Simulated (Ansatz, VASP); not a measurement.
PdRh4 in VASP and in Ansatz

File INCAR:

```
SYSTEM = PdRh4
PREC = Accurate
ENCUT = 520
EDIFF = 1E-7
ISMEAR = -1
SIGMA = 0.05
LREAL = .FALSE.
LASPH = .TRUE.
NELM = 80
ALGO = Normal
ISIF = 2
LWAVE = .FALSE.
LCHARG = .TRUE.
LDIPOL = .TRUE.
IDIPOL = 3
DIPOL = 0.5 0.5 0.500
LELF = .TRUE.
LVHAR = .TRUE.
LVACPOTAV = .TRUE.
NBANDS = 43
```

The input KPOINTS:

```
Automatic mesh
0
G
  14 14 1
  0 0 0
```

POSCAR

```
PdRh4
1.0
    2.6543947809      0.0000000000      0.0000000000
    0.0000000000      2.6543947809      0.0000000000
    0.0000000000      0.0000000000     23.5078000000
Rh Pd
4 1
Direct
    0.0000000000      0.0000000000      0.3434456330
    0.5000000000      0.5000000000      0.4195750348
    0.5000000000      0.5000000000      0.5804249653
    0.0000000000      0.0000000000      0.6565543668
    0.0000000000      0.0000000000      0.5000000001
```

Input for Ansatz:

```yaml
crystal:
  lattice:
    - [2.6543947809, 0.0, 0.0]
    - [0.0, 2.6543947809, 0.0]
    - [0.0, 0.0, 23.5078]
  atoms:
    - { symbol: Rh, position: [0.0, 0.0, 0.343445633] }
    - { symbol: Rh, position: [0.5, 0.5, 0.4195750348] }
    - { symbol: Pd, position: [0.0, 0.0, 0.5000000001] }
    - { symbol: Rh, position: [0.5, 0.5, 0.5804249653] }
    - { symbol: Rh, position: [0.0, 0.0, 0.6565543668] }
kpoints:
  mp_grid: { grid: [14, 14, 1] }
scf:
  occupations: { method: fermi_dirac, width: 0.05 }
hamiltonian:
  xc: lda
  pseudopotentials: { kind: paw }
output:
  forces: true
  stress: true
  eigenvalues: true
efield:
  axis: 3
  amplitude: 0
  dipole_correction: true
```

Alike in both runs: task single point; functional LDA; k mesh 14 × 14 × 1; occupations fermi-dirac, width 0.05 eV; no spin polarisation.

```csv
,VASP,Ansatz
version,VASP 6.6.1,Ansatz 0.2.0
potentials or method,"VASP PAW LDA potentials, release 64 (Rh_pv, Pd)","PAW with Ansatz's default frozen-core files, scalar-relativistic"
plane-wave cutoff (eV),520,420
valence electrons in the cell,70,86
```

|  | VASP | Ansatz | Ansatz less VASP |
| --- | --- | --- | --- |
| rms of the force components (eV/Å) | 0.302 | 0.315 | +0.0125 |

LDA's correlation is that of Perdew and Zunger in VASP and of Perdew and Wang (1992) in Ansatz. VASP's potentials hold 70 valence electrons a cell and Ansatz's 86, so a difference there can come from the potentials and not from the codes.
